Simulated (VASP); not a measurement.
## Si: single point with LDA

The system is Si.

```
CELL_PARAMETERS angstrom
0.00000 1.91068 1.91068
1.91068 0.00000 1.91068
1.91068 1.91068 0.00000
ATOMIC_POSITIONS crystal
Si 0.00000 0.00000 0.00000
```

```json
{
  "Program": "VASP 6.6.1",
  "Task": "single point",
  "Functional": "LDA",
  "Potentials or basis": "VASP PAW LDA potentials, release 64 (Si)",
  "Cutoff": "500 eV",
  "k mesh": "11 × 11 × 11",
  "Occupations": "fermi-dirac, width 0.05 eV",
  "Spin": "no spin polarisation"
}
```

```
Pressure               : 0.1 GPa
Band gap on the k mesh : zero (band 2 reaches 22.03 eV, above the bottom of band 3 at 7.61 eV)
```

Levels at points of the mesh, in eV from the Fermi level:
| k point | band 1 | band 2 | band 3 | band 4 | band 5 |
| --- | --- | --- | --- | --- | --- |
| (0.00, 0.00, 0.00) | -14.64 | 11.50 | 11.50 | 11.50 | 12.15 |

Wall time 2.9 s on 1 thread of AMD EPYC 9R45 96-Core Processor (Zen 5) (shared host), peak memory 0.08 GiB.
